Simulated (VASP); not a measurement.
A run of VASP 6.6.1:

The input INCAR:

```
ALGO     = Normal         # electronic algorithm
EDIFF    = 1E-6           # SCF threshold, eV
EDIFFG   = -0.04          # ionic threshold
ENCUT    = 600            # plane-wave cutoff, eV
GGA      = PE             # functional
IBRION   = 2              # ionic algorithm
ISIF     = 3              # what is computed and relaxed
ISMEAR   = 0              # smearing method
LASPH    = T              # aspherical terms in the spheres
LCHARG   = F              # write CHGCAR
LREAL    = F              # projectors in reciprocal space
LWAVE    = F              # write WAVECAR
NELM     = 80             # most SCF steps
NSW      = 90             # ionic steps
PREC     = Accurate       # precision mode
SIGMA    = 0.1            # smearing width, eV
```

KPOINTS

```
k-points
0
Gamma
  6 6 4
```

The input POSCAR:

```
Be2H3
1.0
    3.1294576333      0.0000000000      0.0000000000
   -1.5647288166      2.7101898105      0.0000000000
    0.0000000000      0.0000000000      3.7785314932
Be H
2 3
Direct
    0.3333333333      0.6666666667      0.1380000000
    0.6666666667      0.3333333333      0.8620000000
    0.0000000000      0.0000000000      0.0000000000
    0.3333333333      0.6666666667      0.6250000000
    0.6666666667      0.3333333333      0.3750000000
```

Potentials or basis: VASP PAW PBE potentials, release 64 (Be, H).

Run with:

```sh
$ cat potpaw_PBE.64/Be/POTCAR potpaw_PBE.64/H/POTCAR > POTCAR
$ mpirun -np 1 vasp_std > vasp.out
```

Hardware: 1 thread of Intel(R) Xeon(R) Platinum 8488C (Sapphire Rapids) (shared host).

Problem. Estimate the wall time of this run.

Solution. It took 2 min on 1 thread of Intel(R) Xeon(R) Platinum 8488C (Sapphire Rapids), on a shared host, peak memory 0.16 GiB. Counts: scf iterations 230, k points 24, ion steps 36.
